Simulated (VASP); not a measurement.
# Si (P1) in VASP: single point with PBE

Aim: the single point of Si with PBE.

Program: VASP 6.6.1. These are calculated values, not measurements. Logs are shortened: lines on timing, memory, paths and dates and some standing lists are left out, and cuts for length are marked.

## (1) The cell of the first run

The typed cell holds 8 atoms: a = 5.431 Å, b = 5.431 Å, c = 5.431 Å, α = 90.00°, β = 90.00°, γ = 90.00°.

## (2) Single point, PBE

Input file INCAR:

```
SYSTEM = Si
ALGO = Normal ; EDIFF = 1E-6
ENCUT = 500 ; GGA = PE
GGA_COMPAT = .False. ; ISIF = 2
ISMEAR = 0 ; LASPH = .True.
LCHARG = .False. ; LREAL = .False.
LWAVE = .False. ; NBANDS = 26
NELM = 120 ; PREC = Accurate
SIGMA = 0.01
```

Input file KPOINTS:

```
k-points
0
Gamma
  3 3 3
  0 0 0
```

Input file POSCAR:

```
Si
1.0
    5.4310000000      0.0000000000      0.0000000000
    0.0000000000      5.4310000000      0.0000000000
    0.0000000000      0.0000000000      5.4310000000
Si
8
Direct
    0.0000000000      0.0000000000      0.0000000000
    0.2500000000      0.2500000000      0.2500000000
    0.0000000000      0.5000000000      0.5000000000
    0.2580000000      0.7440000000      0.7530000000
    0.5000000000      0.0000000000      0.5000000000
    0.7500000000      0.2500000000      0.7500000000
    0.5000000000      0.5000000000      0.0000000000
    0.7500000000      0.7500000000      0.2500000000
```

Potentials or basis: VASP PAW PBE potentials, release 64 (Si).

The run is started by

```console
> cat potpaw_PBE.64/Si/POTCAR > POTCAR
> mpirun -np 1 vasp_std > vasp.out
```

OUTCAR:

```text
SYSTEM = Si
   EDIFF = 1E-6
   ENCUT = 500
   GGA = PE
   ISIF = 2
   ISMEAR = 0
   LASPH = .True.
   LREAL = .False.
   NELM = 120
   PREC = Accurate

 ion  position               nearest neighbor table
   1  0.000  0.000  0.000-   2 2.35   6 2.35   8 2.35   4 2.39
   2  0.250  0.250  0.250-   1 2.35   3 2.35   5 2.35   7 2.35
   3  0.000  0.500  0.500-   2 2.35   6 2.35   8 2.35   4 2.37
   4  0.258  0.744  0.753-   7 2.30   5 2.36   3 2.37   1 2.39
   5  0.500  0.000  0.500-   2 2.35   6 2.35   8 2.35   4 2.36
   6  0.750  0.250  0.750-   1 2.35   3 2.35   5 2.35   7 2.35
   7  0.500  0.500  0.000-   4 2.30   2 2.35   6 2.35   8 2.35
   8  0.750  0.750  0.250-   1 2.35   3 2.35   5 2.35   7 2.35

  LATTYP: Found a simple cubic cell.
 ALAT       =     5.4310000000

  Lattice vectors:

 A1 = (   5.4310000000,   0.0000000000,   0.0000000000)
 A2 = (   0.0000000000,   5.4310000000,   0.0000000000)
 A3 = (   0.0000000000,   0.0000000000,   5.4310000000)

Analysis of symmetry for initial positions (statically):
=====================================================================
 Subroutine PRICEL returns:
 Original cell was already a primitive cell.

 Routine SETGRP: Setting up the symmetry group for a
 simple cubic supercell.

 Subroutine GETGRP returns: Found  1 space group operations
 (whereof  1 operations were pure point group operations)
 out of a pool of 48 trial point group operations.

The static configuration has the point symmetry C_1 .

Analysis of symmetry for dynamics (positions and initial velocities):
=====================================================================
 Subroutine PRICEL returns:
 Original cell was already a primitive cell.

 Routine SETGRP: Setting up the symmetry group for a
 simple cubic supercell.

 Subroutine GETGRP returns: Found  1 space group operations
 (whereof  1 operations were pure point group operations)
 out of a pool of 48 trial point group operations.

The dynamic configuration has the point symmetry C_1 .

 Subroutine INISYM returns: Found  1 space group operations
 (whereof  1 operations are pure point group operations),
 and found     1 'primitive' translations

----------------------------------------------------------------------------------------

                                     Primitive cell

  volume of cell :     160.1915

  direct lattice vectors                    reciprocal lattice vectors
     5.431000000  0.000000000  0.000000000     0.184128153  0.000000000  0.000000000
     0.000000000  5.431000000  0.000000000     0.000000000  0.184128153  0.000000000
     0.000000000  0.000000000  5.431000000     0.000000000  0.000000000  0.184128153

  length of vectors
     5.431000000  5.431000000  5.431000000     0.184128153  0.184128153  0.184128153

  position of ions in fractional coordinates (direct lattice)
     0.000000000  0.000000000  0.000000000
     0.250000000  0.250000000  0.250000000
     0.000000000  0.500000000  0.500000000
     0.258000000  0.744000000  0.753000000
     0.500000000  0.000000000  0.500000000
     0.750000000  0.250000000  0.750000000
     0.500000000  0.500000000  0.000000000
     0.750000000  0.750000000  0.250000000

  ion indices of the primitive-cell ions
   primitive index   ion index
                 1           1
                 2           2
                 3           3
                 4           4
                 5           5
                 6           6
                 7           7
                 8           8

----------------------------------------------------------------------------------------

 KPOINTS: k-points

Automatic generation of k-mesh.
 Grid dimensions read from file:
 generate k-points for:    3    3    3

 Generating k-lattice:

  Cartesian coordinates                     Fractional coordinates (reciprocal lattice)
     0.061376051  0.000000000  0.000000000     0.333333333  0.000000000  0.000000000
     0.000000000  0.061376051  0.000000000     0.000000000  0.333333333  0.000000000
     0.000000000  0.000000000  0.061376051     0.000000000  0.000000000  0.333333333

  Length of vectors
     0.061376051  0.061376051  0.061376051

  Shift w.r.t. Gamma in fractional coordinates (k-lattice)
     0.000000000  0.000000000  0.000000000

 Subroutine IBZKPT returns following result:
 ===========================================

 Found     14 irreducible k-points:

 Following reciprocal coordinates:
            Coordinates               Weight
  0.000000  0.000000  0.000000      1.000000
  0.333333  0.000000  0.000000      2.000000
  0.000000  0.333333  0.000000      2.000000
  0.000000  0.000000  0.333333      2.000000
  0.333333  0.333333  0.000000      2.000000
  0.000000  0.333333  0.333333      2.000000
  0.333333  0.000000  0.333333      2.000000
 -0.333333  0.333333  0.000000      2.000000
 -0.333333  0.000000  0.333333      2.000000
  0.000000 -0.333333  0.333333      2.000000
  0.333333  0.333333  0.333333      2.000000
 -0.333333  0.333333  0.333333      2.000000
 -0.333333 -0.333333  0.333333      2.000000
  0.333333 -0.333333  0.333333      2.000000
   k-points           NKPTS =     14   k-points in BZ     NKDIM =     14   number of bands    NBANDS=     26
   number of dos      NEDOS =    301   number of ions     NIONS =      8
   total plane-waves  NPLWV =  64000
   dimension x,y,z NGX =    40 NGY =   40 NGZ =   40
   dimension x,y,z NGXF=    80 NGYF=   80 NGZF=   80
   ions per type =               8
   NGX,Y,Z   is equivalent  to a cutoff of  12.24, 12.24, 12.24 a.u.
   NGXF,Y,Z  is equivalent  to a cutoff of  24.49, 24.49, 24.49 a.u.
 SYSTEM =  Si
   PREC   = accura    normal or accurate (medium, high low for compatibility)
   ISTART =      0    job   : 0-new  1-cont  2-samecut
   ICHARG =      2    charge: 1-file 2-atom 10-const
   ISPIN  =      1    spin polarized calculation?
   LNONCOLLINEAR =      F non collinear calculations
   LSORBIT =      F    spin-orbit coupling
   LASPH  =      T    aspherical Exc in radial PAW
   ENCUT  =  500.0 eV  36.75 Ry    6.06 a.u.   9.90  9.90  9.90*2*pi/ulx,y,z
   NELM   =    120;   NELMIN=  2; NELMDL= -5     # of ELM steps
   EDIFF  = 0.1E-05   stopping-criterion for ELM
   LREAL  =      F    real-space projection
   EDIFFG = 0.1E-04   stopping-criterion for IOM
   NSW    =      0    number of steps for IOM
   IBRION =     -1    ionic relax: 0-MD 1-quasi-New 2-CG
   NFREE  =      0    steps in history (QN), initial steepest desc. (CG)
   ISIF   =      2    stress and relaxation
   ISYM   =      2    0-nonsym 1-usesym 2-fastsym
   POTIM  = 0.5000    time-step for ionic-motion
   TEBEG  =    0.0;   TEEND  =   0.0 temperature during run
   PSTRESS=    0.0 pullay stress
   NELECT =      32.0000    total number of electrons
   NUPDOWN=      -1.0000    fix difference up-down
   EMIN   =  10.00;   EMAX   =-10.00  energy-range for DOS
   EFERMI =   0.00;   METHOD = LEGACY
   ISMEAR =     0;   SIGMA  =   0.01  broadening in eV -4-tet -1-fermi 0-gaus
   EFERMI_NEDOS =   21; number of points for ismear=-14 and -15
   IALGO  =     38    algorithm
   IMIX   =      4    mixing-type and parameters
     AMIX     =   0.40;   BMIX     =  1.00
     AMIX_MAG =   1.60;   BMIX_MAG =  1.00
  volume/ion in A,a.u.               =      20.02       135.13
  Fermi-wavevector in a.u.,A,eV,Ry     =   0.956999  1.808467 12.460868  0.915848
  Thomas-Fermi vector in A             =   2.085978
   LORBIT       =      0    0 simple, 1 ext, 2 COOP (PROOUT), +10 PAW based schemes
   GGA     = PE    functional components
   LHFCALC =     F    Hartree Fock is set to
   AEXX    =    0.0000 exact exchange contribution
   IVDW    =     0    specifies the selected vdW correction
   LEPSILON=     F    determine dielectric tensor
   LRPA    =     F    only Hartree local field effects (RPA)
 non-spin polarized calculation
 Gauss-broadening in eV      SIGMA  =   0.01
  energy-cutoff  :      500.00
  volume of cell :      160.19
 maximum number of plane-waves:      4092
   NGX = 19   NGY = 19   NGZ = 19

 number of electron      32.0000003 magnetization

 Free energy of the ion-electron system (eV)
  ---------------------------------------------------
  ext. energy  EPLUGINS =         0.00000000
  ---------------------------------------------------
  free energy    TOTEN  =       -43.23782804 eV

  energy without entropy =      -43.23782804  energy(sigma->0) =      -43.23782804

 E-fermi :   5.9530     XC(G=0):  -9.4027

 val. band max:        5.8915110222   @ k =   0.0000   0.0000   0.0000
 cond. band min:       6.4786469599   @ k =   0.0000   0.0000   0.0000
 fundamental gap:      0.5871359377
 Fermi energy:         5.9529889792

 k-point     1 :       0.0000    0.0000    0.0000
  band No.  band energies     occupation
      1      -6.1257      2.00000
      2      -2.0968      2.00000
      3      -1.9842      2.00000
      4      -1.9804      2.00000
      5      -1.9699      2.00000
      6      -1.9518      2.00000
[... 18 lines left out ...]
     25       8.4431      0.00000
     26       9.2051      0.00000

 k-point     2 :       0.3333    0.0000    0.0000
  band No.  band energies     occupation
      1      -5.6421      2.00000
      2      -4.2205      2.00000
      3      -1.9290      2.00000
      4      -1.8600      2.00000
      5      -1.8385      2.00000
      6      -1.8139      2.00000
[... 18 lines left out ...]
     25      10.1713      0.00000
     26      10.1875      0.00000

 k-point     3 :       0.0000    0.3333    0.0000
  band No.  band energies     occupation
      1      -5.6419      2.00000
      2      -4.2211      2.00000
      3      -1.9325      2.00000
      4      -1.8602      2.00000
      5      -1.8430      2.00000
      6      -1.8047      2.00000
[... 282 lines left out ...]
 k-point    13 :      -0.3333   -0.3333    0.3333
  band No.  band energies     occupation
      1      -4.7507      2.00000
      2      -3.6868      2.00000
      3      -3.6204      2.00000
      4      -3.5925      2.00000
      5      -0.8322      2.00000
      6      -0.7606      2.00000
[... 18 lines left out ...]
     25       9.9792      0.00000
     26      10.4585      0.00000

 k-point    14 :       0.3333   -0.3333    0.3333
  band No.  band energies     occupation
      1      -4.7420      2.00000
      2      -3.6830      2.00000
      3      -3.6271      2.00000
      4      -3.6145      2.00000
      5      -0.7671      2.00000
      6      -0.7577      2.00000
[... 18 lines left out ...]
     25       9.9607      0.00000
     26      10.3880      0.00000

------------------------ aborting loop because EDIFF is reached ----------------------------------------

  FORCE on cell =-STRESS in cart. coord.  units (eV):
  Direction    XX          YY          ZZ          XY          YZ          ZX
  --------------------------------------------------------------------------------------
  -------------------------------------------------------------------------------------
  Total        2.0581746      2.0747211      2.0906970     -0.1938802     -0.4415790      0.3386517
  in kB       20.5851190     20.7506112     20.9103963     -1.9391197     -4.4165142      3.3870717
  external PRESSURE =      20.7487089 kB  Pullay stress =       0.0000000 kB

 VOLUME and BASIS-vectors are now :
 -----------------------------------------------------------------------------
  energy-cutoff  :      500.00
  volume of cell :      160.19
      direct lattice vectors                 reciprocal lattice vectors
     5.431000000  0.000000000  0.000000000     0.184128153  0.000000000  0.000000000
     0.000000000  5.431000000  0.000000000     0.000000000  0.184128153  0.000000000
     0.000000000  0.000000000  5.431000000     0.000000000  0.000000000  0.184128153

 POSITION                                       TOTAL-FORCE (eV/Angst)
 -----------------------------------------------------------------------------------
      0.00000      0.00000      0.00000         0.182644     -0.171841     -0.121437
      1.35775      1.35775      1.35775        -0.075964     -0.028000      0.013405
      0.00000      2.71550      2.71550         0.109540      0.035507      0.083953
      1.40120      4.04066      4.08954        -0.614018      0.471364     -0.270528
      2.71550      0.00000      2.71550         0.025200     -0.046555      0.031826
      4.07325      1.35775      4.07325         0.037586     -0.028030     -0.028028
      2.71550      2.71550      0.00000         0.297445     -0.289285      0.277397
      4.07325      4.07325      1.35775         0.037566      0.056840      0.013412
 -----------------------------------------------------------------------------------
    total drift:                                0.000007      0.000005      0.000004

  FREE ENERGIE OF THE ION-ELECTRON SYSTEM (eV)
  ---------------------------------------------------
  free  energy   TOTEN  =       -43.2378280378 eV

  energy  without entropy=      -43.2378280378  energy(sigma->0) =      -43.23782804
```

Wall time 36 s (1 thread of AMD EPYC 7R43 (Zen 3), shared host); peak memory 0.2 GiB.

What came out:

```yaml
Free_energy: -43.2378 eV
Pressure: 2.1 GPa
Largest_force: 0.820 eV/Å
Band_gap_on_the_k_mesh: 0.59 eV
```

Forces on the atoms (eV/Å):
```
Si   0.183 -0.172 -0.121
Si  -0.076 -0.028  0.013
Si   0.110  0.036  0.084
Si  -0.614  0.471 -0.271
Si   0.025 -0.047  0.032
Si   0.038 -0.028 -0.028
Si   0.297 -0.289  0.277
Si   0.038  0.057  0.013
```

Levels at points of the mesh, in eV from the valence-band top:
| k point | band 13 | band 14 | band 15 | band 16 | band 17 | band 18 | band 19 | band 20 |
| --- | --- | --- | --- | --- | --- | --- | --- | --- |
| (0.00, 0.00, 0.00) | -2.87 | -0.13 | -0.04 | 0.00 | 0.59 | 0.60 | 0.65 | 0.66 |

Caveat: semilocal functionals underestimate gaps, and a narrow one can read as zero. A k mesh can miss the band edges.
